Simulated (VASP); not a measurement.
# Ga (Cmcm) in VASP: notebook

Ga is run at these levels: LDA; tasks: single point.

All numbers are computed with VASP 6.6.1; they aren't measurements. Logs are shortened: lines on timing, memory, paths and dates and some standing lists are left out, and cuts for length are marked.

## Step 1: The cell of the first run

Symmetry: Cmcm, No. 63, orthorhombic system. The conventional cell has a = 2.821 Å, b = 7.907 Å, c = 3.083 Å, α = 90.00°, β = 90.00°, γ = 90.00°. Ga (site symmetry m2m) has 10 Ga at 2.61 to 3.08 Å within 3.4 Å.

## Step 2: Single point, LDA

The input, INCAR:

```
SYSTEM = Ga
PREC = Accurate
ENCUT = 520
EDIFF = 1E-7
ISMEAR = -1
SIGMA = 0.1
LREAL = .FALSE.
LASPH = .TRUE.
NELM = 80
ALGO = Normal
ISIF = 2
LWAVE = .FALSE.
LCHARG = .FALSE.
GGA = CA
NBANDS = 20
```

The input, KPOINTS:

```
Automatic mesh
0
G
  11 11 9
  0 0 0
```

The input, POSCAR:

```
Ga
1.0
    1.4102537980     -3.9535735786      0.0000000000
    1.4102537980      3.9535735786      0.0000000000
    0.0000000000      0.0000000000      3.0831065791
Ga
2
Direct
    0.8670000000      0.1330000000      0.2500000000
    0.1330000000      0.8670000000      0.7500000000
```

Potentials or basis: VASP PAW LDA potentials, release 64 (Ga_d).

Started as:

```sh
> cat potpaw_LDA.64/Ga_d/POTCAR > POTCAR
> mpirun -np 1 vasp_std > vasp.out
```

OUTCAR:

```text
SYSTEM = Ga
   PREC = Accurate
   ENCUT = 520
   EDIFF = 1E-7
   ISMEAR = -1
   LREAL = .FALSE.
   LASPH = .TRUE.
   NELM = 80
   ISIF = 2
   GGA = CA

 ion  position               nearest neighbor table
   1  0.867  0.133  0.250-   2 2.61   2 2.61   2 2.79   2 2.79   2 2.79   2 2.79
   2  0.133  0.867  0.750-   1 2.61   1 2.61   1 2.79   1 2.79   1 2.79   1 2.79

  LATTYP: Found a base centered orthorhombic cell.
 ALAT       =     2.8205075960
 B/A-ratio  =     2.8034482759
 C/A-ratio  =     1.0931034483

  Lattice vectors:

 A1 = (   1.4102537980,  -3.9535735786,   0.0000000000)
 A2 = (   1.4102537980,   3.9535735786,   0.0000000000)
 A3 = (   0.0000000000,   0.0000000000,   3.0831065791)

Analysis of symmetry for initial positions (statically):
=====================================================================
 Subroutine PRICEL returns:
 Original cell was already a primitive cell.

 Routine SETGRP: Setting up the symmetry group for a
 base centered orthorhombic supercell.

 Subroutine GETGRP returns: Found  8 space group operations
 (whereof  4 operations were pure point group operations)
 out of a pool of  8 trial point group operations.

The static configuration has the point symmetry C_2h.
 The point group associated with its full space group is D_2h.

Analysis of symmetry for dynamics (positions and initial velocities):
=====================================================================
 Subroutine PRICEL returns:
 Original cell was already a primitive cell.

 Routine SETGRP: Setting up the symmetry group for a
 base centered orthorhombic supercell.

 Subroutine GETGRP returns: Found  8 space group operations
 (whereof  4 operations were pure point group operations)
 out of a pool of  8 trial point group operations.

The dynamic configuration has the point symmetry C_2h.
 The point group associated with its full space group is D_2h.

 Subroutine INISYM returns: Found  8 space group operations
 (whereof  4 operations are pure point group operations),
 and found     1 'primitive' translations

----------------------------------------------------------------------------------------

                                     Primitive cell

  volume of cell :      34.3800

  direct lattice vectors                    reciprocal lattice vectors
     1.410253798 -3.953573579  0.000000000     0.354546111 -0.126467863  0.000000000
     1.410253798  3.953573579  0.000000000     0.354546111  0.126467863  0.000000000
     0.000000000  0.000000000  3.083106579     0.000000000  0.000000000  0.324348178

  length of vectors
     4.197565939  4.197565939  3.083106579     0.376426706  0.376426706  0.324348178

  position of ions in fractional coordinates (direct lattice)
     0.867000000  0.133000000  0.250000000
     0.133000000  0.867000000  0.750000000

  ion indices of the primitive-cell ions
   primitive index   ion index
                 1           1
                 2           2

----------------------------------------------------------------------------------------

 KPOINTS: Automatic mesh

Automatic generation of k-mesh.
 Grid dimensions read from file:
 generate k-points for:   11   11    9

 Generating k-lattice:

  Cartesian coordinates                     Fractional coordinates (reciprocal lattice)
     0.032231465 -0.011497078  0.000000000     0.090909091  0.000000000  0.000000000
     0.032231465  0.011497078  0.000000000     0.000000000  0.090909091  0.000000000
     0.000000000  0.000000000  0.036038686     0.000000000  0.000000000  0.111111111

  Length of vectors
     0.034220610  0.034220610  0.036038686

  Shift w.r.t. Gamma in fractional coordinates (k-lattice)
     0.000000000  0.000000000  0.000000000

 Subroutine IBZKPT returns following result:
 ===========================================

 Found    180 irreducible k-points:

 Following reciprocal coordinates:
            Coordinates               Weight
  0.000000  0.000000  0.000000      1.000000
  0.090909 -0.000000  0.000000      4.000000
  0.181818  0.000000  0.000000      4.000000
  0.272727  0.000000  0.000000      4.000000
  0.363636 -0.000000  0.000000      4.000000
  0.454545 -0.000000  0.000000      4.000000
[... 16 lines left out ...]
 -0.272727  0.181818  0.000000      4.000000
 -0.181818  0.181818  0.000000      2.000000
 [... further k-points ...]
   k-points           NKPTS =    180   k-points in BZ     NKDIM =    180   number of bands    NBANDS=     20
   number of dos      NEDOS =    301   number of ions     NIONS =      2
   total plane-waves  NPLWV =  24576
   dimension x,y,z NGX =    32 NGY =   32 NGZ =   24
   dimension x,y,z NGXF=    64 NGYF=   64 NGZF=   48
   ions per type =               2
   NGX,Y,Z   is equivalent  to a cutoff of  12.67, 12.67, 12.94 a.u.
   NGXF,Y,Z  is equivalent  to a cutoff of  25.35, 25.35, 25.88 a.u.
 SYSTEM =  Ga
   PREC   = accura    normal or accurate (medium, high low for compatibility)
   ISTART =      0    job   : 0-new  1-cont  2-samecut
   ICHARG =      2    charge: 1-file 2-atom 10-const
   ISPIN  =      1    spin polarized calculation?
   LNONCOLLINEAR =      F non collinear calculations
   LSORBIT =      F    spin-orbit coupling
   LASPH  =      T    aspherical Exc in radial PAW
   ENCUT  =  520.0 eV  38.22 Ry    6.18 a.u.   7.80  7.80  5.73*2*pi/ulx,y,z
   NELM   =     80;   NELMIN=  2; NELMDL= -5     # of ELM steps
   EDIFF  = 0.1E-06   stopping-criterion for ELM
   LREAL  =      F    real-space projection
   EDIFFG = 0.1E-05   stopping-criterion for IOM
   NSW    =      0    number of steps for IOM
   IBRION =     -1    ionic relax: 0-MD 1-quasi-New 2-CG
   NFREE  =      0    steps in history (QN), initial steepest desc. (CG)
   ISIF   =      2    stress and relaxation
   ISYM   =      2    0-nonsym 1-usesym 2-fastsym
   POTIM  = 0.5000    time-step for ionic-motion
   TEBEG  =    0.0;   TEEND  =   0.0 temperature during run
   PSTRESS=    0.0 pullay stress
   NELECT =      26.0000    total number of electrons
   NUPDOWN=      -1.0000    fix difference up-down
   EMIN   =  10.00;   EMAX   =-10.00  energy-range for DOS
   EFERMI =   0.00;   METHOD = LEGACY
   ISMEAR =    -1;   SIGMA  =   0.10  broadening in eV -4-tet -1-fermi 0-gaus
   EFERMI_NEDOS =   21; number of points for ismear=-14 and -15
   IALGO  =     38    algorithm
   IMIX   =      4    mixing-type and parameters
     AMIX     =   0.40;   BMIX     =  1.00
     AMIX_MAG =   1.60;   BMIX_MAG =  1.00
  volume/ion in A,a.u.               =      17.19       116.00
  Fermi-wavevector in a.u.,A,eV,Ry     =   1.491526  2.818575 30.268185  2.224649
  Thomas-Fermi vector in A             =   2.604170
   LORBIT       =      0    0 simple, 1 ext, 2 COOP (PROOUT), +10 PAW based schemes
   GGA     = CA    functional components
   LHFCALC =     F    Hartree Fock is set to
   AEXX    =    0.0000 exact exchange contribution
   IVDW    =     0    specifies the selected vdW correction
   LEPSILON=     F    determine dielectric tensor
   LRPA    =     F    only Hartree local field effects (RPA)
 non-spin polarized calculation
  energy-cutoff  :      520.00
  volume of cell :       34.38
 maximum number of plane-waves:       943
   NGX = 15   NGY = 15   NGZ = 11

 number of electron      26.0000004 magnetization

 Free energy of the ion-electron system (eV)
  ---------------------------------------------------
  ext. energy  EPLUGINS =         0.00000000
  ---------------------------------------------------
  free energy    TOTEN  =        -7.14726688 eV

  energy without entropy =       -7.12244681  energy(sigma->0) =       -7.13485685

 E-fermi :   6.2308     XC(G=0): -11.7644

 val. band max:        6.2187740212   @ k =  -0.1818   0.1818   0.4444
 cond. band min:       6.2395929034   @ k =   0.2727   0.2727   0.4444
 fundamental gap:      0.0208188822
 Fermi energy:         6.2307577133

 k-point     1 :       0.0000    0.0000    0.0000
  band No.  band energies     occupation
      1      -9.2195      2.00000
      2      -9.1826      2.00000
      3      -9.0944      2.00000
      4      -9.0870      2.00000
      5      -8.8472      2.00000
      6      -8.8227      2.00000
[... 12 lines left out ...]
     19      18.1591      0.00000
     20      18.5194      0.00000

 k-point     2 :       0.0909   -0.0000    0.0000
  band No.  band energies     occupation
      1      -9.2095      2.00000
      2      -9.1761      2.00000
      3      -9.0925      2.00000
      4      -9.0462      2.00000
      5      -8.8589      2.00000
      6      -8.8354      2.00000
[... 12 lines left out ...]
     19      18.7956      0.00000
     20      20.1911      0.00000

 k-point     3 :       0.1818    0.0000    0.0000
  band No.  band energies     occupation
      1      -9.1828      2.00000
      2      -9.1590      2.00000
      3      -9.0636      2.00000
      4      -8.9775      2.00000
      5      -8.8823      2.00000
      6      -8.8708      2.00000
[... 12 lines left out ...]
     19      19.2357      0.00000
     20      22.9190      0.00000

 k-point     4 :       0.2727    0.0000    0.0000
  band No.  band energies     occupation
      1      -9.1488      2.00000
      2      -9.1375      2.00000
      3      -9.0332      2.00000
      4      -8.9836      2.00000
      5      -8.9194      2.00000
      6      -8.8309      2.00000
[... 12 lines left out ...]
     19      19.4001      0.00000
     20      21.7809      0.00000

 k-point     5 :       0.3636   -0.0000    0.0000
  band No.  band energies     occupation
      1      -9.1255      2.00000
      2      -9.1186      2.00000
      3      -9.0310      2.00000
      4      -9.0073      2.00000
      5      -8.9668      2.00000
      6      -8.8346      2.00000
[... 12 lines left out ...]
     19      18.7299      0.00000
     20      20.0723      0.00000
[... 353 lines left out ...]
      6      -8.8785      2.00000
[... 12 lines left out ...]
     19      17.4980      0.00000
     20      18.6355      0.00000

 k-point    22 :      -0.3636    0.1818    0.0000
  band No.  band energies     occupation
      1      -9.1469      2.00000
      2      -9.1048      2.00000
      3      -9.0921      2.00000
      4      -8.9695      2.00000
      5      -8.9048      2.00000
      6      -8.8939      2.00000
[... 12 lines left out ...]
     19      17.4375      0.00000
     20      21.4374      0.00000

 k-point    23 :      -0.2727    0.1818    0.0000
  band No.  band energies     occupation
      1      -9.1863      2.00000
      2      -9.1402      2.00000
      3      -9.1176      2.00000
      4      -8.9687      2.00000
      5      -8.9237      2.00000
      6      -8.8654      2.00000
[... 12 lines left out ...]
     19      17.5228      0.00000
     20      18.9061      0.00000

 k-point    24 :      -0.1818    0.1818    0.0000
  band No.  band energies     occupation
      1      -9.2002      2.00000
      2      -9.1561      2.00000
      3      -9.1415      2.00000
      4      -9.0064      2.00000
      5      -8.9019      2.00000
      6      -8.8451      2.00000
[... 12 lines left out ...]
     19      17.1731      0.00000
     20      17.5465      0.00000

 [... further k-points ...]
[... 5 lines left out ...]
  --------------------------------------------------------------------------------------
  -------------------------------------------------------------------------------------
  Total       -0.2233828      0.0130368      0.7871390      0.0000000     -0.0000000      0.0000000
  in kB      -10.4100966      0.6075409     36.6822855      0.0000000     -0.0000000      0.0000000
  external PRESSURE =       8.9599099 kB  Pullay stress =       0.0000000 kB

 VOLUME and BASIS-vectors are now :
 -----------------------------------------------------------------------------
  energy-cutoff  :      520.00
  volume of cell :       34.38
      direct lattice vectors                 reciprocal lattice vectors
     1.410253798 -3.953573579  0.000000000     0.354546111 -0.126467863  0.000000000
     1.410253798  3.953573579  0.000000000     0.354546111  0.126467863  0.000000000
     0.000000000  0.000000000  3.083106579     0.000000000  0.000000000  0.324348178

 POSITION                                       TOTAL-FORCE (eV/Angst)
 -----------------------------------------------------------------------------------
      1.41025     -2.90192      0.77078         0.000000      0.249546     -0.000000
      1.41025      2.90192      2.31233         0.000000     -0.249546      0.000000
 -----------------------------------------------------------------------------------
    total drift:                                0.000000      0.000000     -0.000000

  FREE ENERGIE OF THE ION-ELECTRON SYSTEM (eV)
  ---------------------------------------------------
  free  energy   TOTEN  =        -7.1472668785 eV

  energy  without entropy=       -7.1224468137  energy(sigma->0) =       -7.13485685
```

It took 62 s on 1 thread of AMD EPYC 9R45 (Zen 5), shared host; peak memory 0.18 GiB.

Results:

| Property | Result |
| --- | --- |
| Free energy | -7.1473 eV |
| Pressure | 0.9 GPa |
| Largest force | 0.250 eV/Å |
| Band gap on the k mesh | zero (bands 13 and 14 overlap by 8.81 eV) |

Forces on the atoms (eV/Å):
```
Ga   0.000  0.250  0.000
Ga   0.000 -0.250  0.000
```

[end of part 1 of 2]
